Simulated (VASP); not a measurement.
Here is a VASP 6.6.1 calculation.

Contents of INCAR:

```
SYSTEM = Ta2AlC2N
PREC = Accurate ; ENCUT = 520
EDIFF = 1E-6 ; ISMEAR = 0
SIGMA = 0.1 ; LREAL = .FALSE.
LASPH = .TRUE. ; NELM = 100
ALGO = Normal ; ISIF = 2
LWAVE = .FALSE. ; LCHARG = .FALSE.
GGA = PE ; NBANDS = 28
```

KPOINTS

```
regular mesh
0
G
  6 4 4
  0 0 0
```

File POSCAR:

```
Ta2AlC2N
1.0
    3.4610245000      0.0000000000      0.0000000000
    0.0000000000      3.8401309600      0.0000000000
    0.0000000000      0.0000000000      6.6083355400
Ta Al C N
2 1 2 1
Direct
    0.0000000000      0.0000000000      0.7470539800
    0.0000000000      0.0000000000      0.2529460200
    0.5000000000      0.5000000000      0.0000000000
    0.5000000000      0.0000000000      0.5000000000
    0.0000000000      0.5000000000      0.0000000000
    0.5000000000      0.5000000000      0.5000000000
```

Potentials or basis: VASP PAW PBE potentials, release 64 (Ta_pv, Al, C, N).

Run with:

```sh
$ cat potpaw_PBE.64/Ta_pv/POTCAR potpaw_PBE.64/Al/POTCAR potpaw_PBE.64/C/POTCAR potpaw_PBE.64/N/POTCAR > POTCAR
$ mpirun -np 1 vasp_std > vasp.out
```

(1) Estimate the band gap on the k mesh.

(2) Estimate the pressure.

(3) What does it give for the largest force?

Results:

(1) zero (bands 19 and 20 overlap by 0.98 eV).

(2) -21.5 GPa.

(3) 1.066 eV/Å.

Caveat: the k points lie up to 0.41 Å⁻¹ apart, too coarse for converged energies and pressures of a metal; spin-orbit coupling is left out, which moves the levels of the heavy elements; forces of over 1 eV/Å act on the atoms, so gaps and moduli don't describe the material at rest.
